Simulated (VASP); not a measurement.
# NaI (Pm-3m) in VASP: notebook

Runs on NaI. Level: PBEsol. Tasks: single point, relaxation of cell and atoms.

Program: VASP 6.6.1. These are calculated values, not measurements. Logs are shortened: lines on timing, memory, paths and dates and some standing lists are left out, and cuts for length are marked.

**1. The cell of the first run**

It takes space group Pm-3m (No. 221, cubic). Conventional cell: a = 3.988 Å, b = 3.988 Å, c = 3.988 Å, α = 90.00°, β = 90.00°, γ = 90.00°. Within 4.5 Å of Na (site symmetry m-3m) lie 8 I at 3.45 Å and 6 Na at 3.99 Å. I (site symmetry m-3m) has 8 Na at 3.45 Å and 6 I at 3.99 Å within 4.5 Å.

**2. Single point, PBEsol**

File INCAR:

```
  ALGO = Normal
  EDIFF = 1E-6
  ENCUT = 520
  GGA = PS
  ISIF = 2
  ISMEAR = -1
  LASPH = True
  LCHARG = True
  LELF = True
  LREAL = False
  LVHAR = True
  LWAVE = False
  NBANDS = 14
  NELM = 100
  PREC = Accurate
  SIGMA = 0.03
```

File KPOINTS:

```
k-points
0
Gamma
  6 6 6
```

File POSCAR:

```
NaI
1.0
    3.9880864555      0.0000000000      0.0000000000
    0.0000000000      3.9880864555      0.0000000000
    0.0000000000      0.0000000000      3.9880864555
Na I
1 1
Direct
    0.0000000000      0.0000000000      0.0000000000
    0.5000000000      0.5000000000      0.5000000000
```

Potentials or basis: VASP PAW PBE potentials, release 64 (Na_pv, I).

The run is started by

```console
> cat potpaw_PBE.64/Na_pv/POTCAR potpaw_PBE.64/I/POTCAR > POTCAR
> mpirun -np 1 vasp_std > vasp.out
```

OUTCAR:

```text
EDIFF = 1E-6
   ENCUT = 520
   GGA = PS
   ISIF = 2
   ISMEAR = -1
   LASPH = True
   LREAL = False
   NELM = 100
   PREC = Accurate

 ion  position               nearest neighbor table
   1  0.000  0.000  0.000-
   2  0.500  0.500  0.500-

  LATTYP: Found a simple cubic cell.
 ALAT       =     3.9880864555

  Lattice vectors:

 A1 = (   3.9880864555,   0.0000000000,   0.0000000000)
 A2 = (   0.0000000000,   3.9880864555,   0.0000000000)
 A3 = (   0.0000000000,   0.0000000000,   3.9880864555)

Analysis of symmetry for initial positions (statically):
=====================================================================
 Subroutine PRICEL returns:
 Original cell was already a primitive cell.

 Routine SETGRP: Setting up the symmetry group for a
 simple cubic supercell.

 Subroutine GETGRP returns: Found 48 space group operations
 (whereof 48 operations were pure point group operations)
 out of a pool of 48 trial point group operations.

The static configuration has the point symmetry O_h .

Analysis of symmetry for dynamics (positions and initial velocities):
=====================================================================
 Subroutine PRICEL returns:
 Original cell was already a primitive cell.

 Routine SETGRP: Setting up the symmetry group for a
 simple cubic supercell.

 Subroutine GETGRP returns: Found 48 space group operations
 (whereof 48 operations were pure point group operations)
 out of a pool of 48 trial point group operations.

The dynamic configuration has the point symmetry O_h .

 Subroutine INISYM returns: Found 48 space group operations
 (whereof 48 operations are pure point group operations),
 and found     1 'primitive' translations

----------------------------------------------------------------------------------------

                                     Primitive cell

  volume of cell :      63.4299

  direct lattice vectors                    reciprocal lattice vectors
     3.988086455  0.000000000  0.000000000     0.250746821  0.000000000  0.000000000
     0.000000000  3.988086455  0.000000000     0.000000000  0.250746821  0.000000000
     0.000000000  0.000000000  3.988086455     0.000000000  0.000000000  0.250746821

  length of vectors
     3.988086455  3.988086455  3.988086455     0.250746821  0.250746821  0.250746821

  position of ions in fractional coordinates (direct lattice)
     0.000000000  0.000000000  0.000000000
     0.500000000  0.500000000  0.500000000

  ion indices of the primitive-cell ions
   primitive index   ion index
                 1           1
                 2           2

----------------------------------------------------------------------------------------

 KPOINTS: k-points

Automatic generation of k-mesh.
 Grid dimensions read from file:
 generate k-points for:    6    6    6

 Generating k-lattice:

  Cartesian coordinates                     Fractional coordinates (reciprocal lattice)
     0.041791137  0.000000000  0.000000000     0.166666667  0.000000000  0.000000000
     0.000000000  0.041791137  0.000000000     0.000000000  0.166666667  0.000000000
     0.000000000  0.000000000  0.041791137     0.000000000  0.000000000  0.166666667

  Length of vectors
     0.041791137  0.041791137  0.041791137

  Shift w.r.t. Gamma in fractional coordinates (k-lattice)
     0.000000000  0.000000000  0.000000000

 Subroutine IBZKPT returns following result:
 ===========================================

 Found     20 irreducible k-points:

 Following reciprocal coordinates:
            Coordinates               Weight
  0.000000  0.000000  0.000000      1.000000
  0.166667  0.000000  0.000000      6.000000
  0.333333  0.000000  0.000000      6.000000
  0.500000  0.000000  0.000000      3.000000
  0.166667  0.166667  0.000000     12.000000
  0.333333  0.166667  0.000000     24.000000
[... 12 lines left out ...]
  0.500000  0.500000  0.333333      6.000000
  0.500000  0.500000  0.500000      1.000000
   k-points           NKPTS =     20   k-points in BZ     NKDIM =     20   number of bands    NBANDS=     14
   number of dos      NEDOS =    301   number of ions     NIONS =      2
   total plane-waves  NPLWV =  27000
   dimension x,y,z NGX =    30 NGY =   30 NGZ =   30
   dimension x,y,z NGXF=    60 NGYF=   60 NGZF=   60
   ions per type =               1   1
   NGX,Y,Z   is equivalent  to a cutoff of  12.51, 12.51, 12.51 a.u.
   NGXF,Y,Z  is equivalent  to a cutoff of  25.01, 25.01, 25.01 a.u.
 SYSTEM =  unknown system
   PREC   = accura    normal or accurate (medium, high low for compatibility)
   ISTART =      0    job   : 0-new  1-cont  2-samecut
   ICHARG =      2    charge: 1-file 2-atom 10-const
   ISPIN  =      1    spin polarized calculation?
   LNONCOLLINEAR =      F non collinear calculations
   LSORBIT =      F    spin-orbit coupling
   LASPH  =      T    aspherical Exc in radial PAW
   ENCUT  =  520.0 eV  38.22 Ry    6.18 a.u.   7.42  7.42  7.42*2*pi/ulx,y,z
   NELM   =    100;   NELMIN=  2; NELMDL= -5     # of ELM steps
   EDIFF  = 0.1E-05   stopping-criterion for ELM
   LREAL  =      F    real-space projection
   EDIFFG = 0.1E-04   stopping-criterion for IOM
   NSW    =      0    number of steps for IOM
   IBRION =     -1    ionic relax: 0-MD 1-quasi-New 2-CG
   NFREE  =      0    steps in history (QN), initial steepest desc. (CG)
   ISIF   =      2    stress and relaxation
   ISYM   =      2    0-nonsym 1-usesym 2-fastsym
   POTIM  = 0.5000    time-step for ionic-motion
   TEBEG  =    0.0;   TEEND  =   0.0 temperature during run
   PSTRESS=    0.0 pullay stress
   NELECT =      14.0000    total number of electrons
   NUPDOWN=      -1.0000    fix difference up-down
   EMIN   =  10.00;   EMAX   =-10.00  energy-range for DOS
   EFERMI =   0.00;   METHOD = LEGACY
   ISMEAR =    -1;   SIGMA  =   0.03  broadening in eV -4-tet -1-fermi 0-gaus
   EFERMI_NEDOS =   21; number of points for ismear=-14 and -15
   IALGO  =     38    algorithm
   IMIX   =      4    mixing-type and parameters
     AMIX     =   0.40;   BMIX     =  1.00
     AMIX_MAG =   1.60;   BMIX_MAG =  1.00
  volume/ion in A,a.u.               =      31.71       214.02
  Fermi-wavevector in a.u.,A,eV,Ry     =   0.989357  1.869613 13.317748  0.978827
  Thomas-Fermi vector in A             =   2.120950
   LORBIT       =      0    0 simple, 1 ext, 2 COOP (PROOUT), +10 PAW based schemes
   GGA     = PS    functional components
   LHFCALC =     F    Hartree Fock is set to
   AEXX    =    0.0000 exact exchange contribution
   IVDW    =     0    specifies the selected vdW correction
   LEPSILON=     F    determine dielectric tensor
   LRPA    =     F    only Hartree local field effects (RPA)
 non-spin polarized calculation
  energy-cutoff  :      520.00
  volume of cell :       63.43
 maximum number of plane-waves:      1743
 NGX is ok and might be reduce to    30
   NGX = 15   NGY = 15   NGZ = 15

 number of electron      13.9999988 magnetization

 Free energy of the ion-electron system (eV)
  ---------------------------------------------------
  ext. energy  EPLUGINS =         0.00000000
  ---------------------------------------------------
  free energy    TOTEN  =        -5.39568079 eV

  energy without entropy =       -5.39568079  energy(sigma->0) =       -5.39568079

 E-fermi :   2.8176     XC(G=0):  -8.1490

 val. band max:        2.1870707493   @ k =   0.5000   0.5000   0.0000
 cond. band min:       4.4471368047   @ k =   0.0000   0.0000   0.0000
 fundamental gap:      2.2600660554
 Fermi energy:         2.8175514050

 k-point     1 :       0.0000    0.0000    0.0000
  band No.  band energies     occupation
      1     -21.2992      2.00000
      2     -21.2992      2.00000
      3     -21.2992      2.00000
      4      -9.8344      2.00000
      5       1.4792      2.00000
      6       1.4792      2.00000
      7       1.4792      2.00000
      8       4.4471      0.00000
      9       7.5801      0.00000
     10       7.5801      0.00000
     11      13.5634      0.00000
     12      13.5634      0.00000
     13      13.5634      0.00000
     14      14.1873      0.00000

 k-point     2 :       0.1667    0.0000    0.0000
  band No.  band energies     occupation
      1     -21.3017      2.00000
      2     -21.2989      2.00000
      3     -21.2989      2.00000
      4      -9.7492      2.00000
      5       0.4819      2.00000
      6       1.5613      2.00000
      7       1.5613      2.00000
      8       5.1615      0.00000
      9       7.8123      0.00000
     10       8.4644      0.00000
     11      12.0258      0.00000
     12      12.0258      0.00000
     13      12.7004      0.00000
     14      14.0758      0.00000

 k-point     3 :       0.3333    0.0000    0.0000
  band No.  band energies     occupation
      1     -21.3068      2.00000
      2     -21.2984      2.00000
      3     -21.2984      2.00000
      4      -9.5656      2.00000
      5      -0.8122      2.00000
      6       1.7374      2.00000
      7       1.7374      2.00000
      8       6.1202      0.00000
      9       8.4716      0.00000
     10       9.1923      0.00000
     11      10.6098      0.00000
     12      10.6098      0.00000
     13      11.9325      0.00000
     14      13.1441      0.00000
[... 256 lines left out ...]
 k-point    19 :       0.5000    0.5000    0.3333
  band No.  band energies     occupation
      1     -21.3067      2.00000
      2     -21.3067      2.00000
      3     -21.3041      2.00000
      4      -8.9268      2.00000
      5      -0.2309      2.00000
      6      -0.2309      2.00000
      7       0.3749      2.00000
      8       5.6963      0.00000
      9       6.8045      0.00000
     10       6.8045      0.00000
     11       9.8352      0.00000
     12      13.4493      0.00000
     13      15.4033      0.00000
     14      15.4033      0.00000

 k-point    20 :       0.5000    0.5000    0.5000
  band No.  band energies     occupation
      1     -21.3064      2.00000
      2     -21.3064      2.00000
      3     -21.3064      2.00000
      4      -8.8450      2.00000
      5      -0.0815      2.00000
      6      -0.0815      2.00000
      7      -0.0815      2.00000
      8       6.1917      0.00000
      9       6.1917      0.00000
     10       6.1917      0.00000
     11       8.8791      0.00000
     12      15.9970      0.00000
     13      15.9970      0.00000
     14      15.9970      0.00000

------------------------ aborting loop because EDIFF is reached ----------------------------------------

  FORCE on cell =-STRESS in cart. coord.  units (eV):
  Direction    XX          YY          ZZ          XY          YZ          ZX
  --------------------------------------------------------------------------------------
  -------------------------------------------------------------------------------------
  Total        0.0228101      0.0228101      0.0228101      0.0000000     -0.0000000      0.0000000
  in kB        0.5761601      0.5761601      0.5761601      0.0000000     -0.0000000      0.0000000
  external PRESSURE =       0.5761601 kB  Pullay stress =       0.0000000 kB

 VOLUME and BASIS-vectors are now :
 -----------------------------------------------------------------------------
  energy-cutoff  :      520.00
  volume of cell :       63.43
      direct lattice vectors                 reciprocal lattice vectors
     3.988086455  0.000000000  0.000000000     0.250746821  0.000000000  0.000000000
     0.000000000  3.988086455  0.000000000     0.000000000  0.250746821  0.000000000
     0.000000000  0.000000000  3.988086455     0.000000000  0.000000000  0.250746821

 POSITION                                       TOTAL-FORCE (eV/Angst)
 -----------------------------------------------------------------------------------
      0.00000      0.00000      0.00000         0.000000      0.000000      0.000000
      1.99404      1.99404      1.99404         0.000000      0.000000      0.000000
 -----------------------------------------------------------------------------------
    total drift:                                0.000000     -0.000000     -0.000000

  FREE ENERGIE OF THE ION-ELECTRON SYSTEM (eV)
  ---------------------------------------------------
  free  energy   TOTEN  =        -5.3956807933 eV

  energy  without entropy=       -5.3956807933  energy(sigma->0) =       -5.39568079
```

Run time: 7.9 s. Hardware: 1 thread of Intel Xeon Platinum 8488C (Sapphire Rapids), shared host; peak memory 0.17 GiB.

What came out:

* Free energy: -5.3957 eV
* Pressure: 0.1 GPa
* Band gap on the k mesh: 2.26 eV, indirect (least direct gap 2.65 eV)

Caveat: the PAW data sets were made with another functional, which shifts forces and pressure a little; spin-orbit coupling is left out, which moves the levels of the heavy elements. A k mesh can miss the band edges.

**3. Relaxation of cell and atoms, PBEsol**

This run uses another cell than the first one, of 26.93 Å³/atom, 0.849 times its volume.

File INCAR:

```
SYSTEM = NaI
  ALGO = Normal
  EDIFF = 1E-6
  EDIFFG = -0.01
  ENCUT = 600
  GGA = PS
  IBRION = 2
  ISIF = 3
  ISMEAR = -1
  LASPH = .True.
  LCHARG = .False.
  LREAL = .False.
  LWAVE = .False.
  NELM = 100
  NSW = 100
  PREC = Accurate
  SIGMA = 0.03
```

File KPOINTS:

```
k-points
0
Gamma
  6 6 6
  0 0 0
```

File POSCAR:

```
NaI
1.0
    3.7765162381      0.0000000000      0.0000000000
    0.0000000000      3.7765162381      0.0000000000
    0.0000000000      0.0000000000      3.7765162381
Na I
1 1
Direct
    0.0000000000      0.0000000000      0.0000000000
    0.5000000000      0.5000000000      0.5000000000
```

Potentials or basis: VASP PAW PBE potentials, release 64 (Na_pv, I).

The run is started by

```console
> cat potpaw_PBE.64/Na_pv/POTCAR potpaw_PBE.64/I/POTCAR > POTCAR
> mpirun -np 1 vasp_std > vasp.out
```

OUTCAR:

```text
SYSTEM = NaI
   EDIFF = 1E-6
   EDIFFG = -0.01
   ENCUT = 600
   GGA = PS
   IBRION = 2
   ISIF = 3
   ISMEAR = -1
   LASPH = .True.
   LREAL = .False.
   NELM = 100
   NSW = 100
   PREC = Accurate

 ion  position               nearest neighbor table
   1  0.000  0.000  0.000-
   2  0.500  0.500  0.500-

  LATTYP: Found a simple cubic cell.
 ALAT       =     3.7765162381

  Lattice vectors:

 A1 = (   3.7765162381,   0.0000000000,   0.0000000000)
 A2 = (   0.0000000000,   3.7765162381,   0.0000000000)
 A3 = (   0.0000000000,   0.0000000000,   3.7765162381)

Analysis of symmetry for initial positions (statically):
=====================================================================
 Subroutine PRICEL returns:
[... 174 lines left out ...]
  Total        1.5650939      1.5650939      1.5650939     -0.0000000     -0.0000000      0.0000000
  in kB       46.5561344     46.5561344     46.5561344     -0.0000000     -0.0000000      0.0000000
  external PRESSURE =      46.5561344 kB  Pullay stress =       0.0000000 kB
[... 95 lines left out ...]
--------------------------------------- Ionic step        4  -------------------------------------------

 number of electron      13.9999986 magnetization

 Free energy of the ion-electron system (eV)
  ---------------------------------------------------
  ext. energy  EPLUGINS =         0.00000000
  ---------------------------------------------------
  free energy    TOTEN  =        -5.39530176 eV

  energy without entropy =       -5.39530176  energy(sigma->0) =       -5.39530176

 E-fermi :   2.8634     XC(G=0):  -8.1355

 val. band max:        2.1570174520   @ k =   0.5000   0.5000   0.0000
 cond. band min:       4.4134616065   @ k =   0.0000   0.0000   0.0000
 fundamental gap:      2.2564441544
 Fermi energy:         2.8633833421

 k-point     1 :       0.0000    0.0000    0.0000
  band No.  band energies     occupation
      1     -21.3265      2.00000
      2     -21.3265      2.00000
      3     -21.3265      2.00000
      4      -9.8500      2.00000
      5       1.4537      2.00000
      6       1.4537      2.00000
      7       1.4537      2.00000
      8       4.4135      0.00000
      9       7.5586      0.00000
     10       7.5586      0.00000
     11      13.5155      0.00000
[... 293 lines left out ...]
  FREE ENERGIE OF THE ION-ELECTRON SYSTEM (eV)
  ---------------------------------------------------
  free  energy   TOTEN  =        -5.3953017584 eV

  energy  without entropy=       -5.3953017584  energy(sigma->0) =       -5.39530176

 reached required accuracy - stopping structural energy minimisation
```

It took 21 s on 1 thread of Intel Xeon Platinum 8488C (Sapphire Rapids), shared host; peak memory 0.17 GiB.

Results:

```
Free energy                            : -5.3953 eV
Relaxed volume                         : 31.82 Å³/atom
Relaxed cell                           : a = 3.993 Å, b = 3.993 Å, c = 3.993 Å, α = 90.00°, β = 90.00°, γ = 90.00°
Space group after relaxing (to 0.05 Å) : Pm-3m (No. 221)
Energy gained by relaxing              : 60.0 meV/atom
Ionic steps                            : 4
Pressure after relaxing                : 0.0 GPa
Band gap on the k mesh                 : 2.26 eV, indirect (least direct gap 2.66 eV)
```

Step by step:
```
step  energy change (eV)  largest force (eV/Å)  pressure (GPa)  volume (Å³)
   1              0.0000                0.0000            4.66        53.86
   2             -0.1082                0.0000            1.16        60.19
   3             -0.1192                0.0000           -0.25        64.45
   4             -0.1199                0.0000            0.03        63.64
```

Final structure:
```cif
data_structure
_symmetry_space_group_name_H-M 'P 1'
_symmetry_Int_Tables_number 1
_cell_length_a 3.9926
_cell_length_b 3.9926
_cell_length_c 3.9926
_cell_angle_alpha 90.000
_cell_angle_beta 90.000
_cell_angle_gamma 90.000
_cell_volume 63.64
loop_
_atom_site_label
_atom_site_type_symbol
_atom_site_fract_x
_atom_site_fract_y
_atom_site_fract_z
_atom_site_occupancy
Na1 Na 0.00000 0.00000 0.00000 1
I1 I 0.50000 0.50000 0.50000 1
```

Levels at points of the mesh, in eV from the valence-band top:
```
           k point  band 5  band 6  band 7  band 8  band 9  band 10
(0.00, 0.00, 0.00)   -0.70   -0.70   -0.70    2.26    5.40     5.40
(0.50, 0.00, 0.00)   -3.49   -0.35   -0.35    4.55    6.44     6.92
(0.50, 0.50, 0.00)   -2.78   -2.78    0.00    2.66    6.93     8.28
(0.50, 0.50, 0.50)   -2.26   -2.26   -2.26    4.01    4.01     4.01
```

Caveat: the volume moved by over 15 % at a fixed basis, so the end points are rough; the PAW data sets were made with another functional, which shifts forces and pressure a little; spin-orbit coupling is left out, which moves the levels of the heavy elements. A k mesh can miss the band edges.
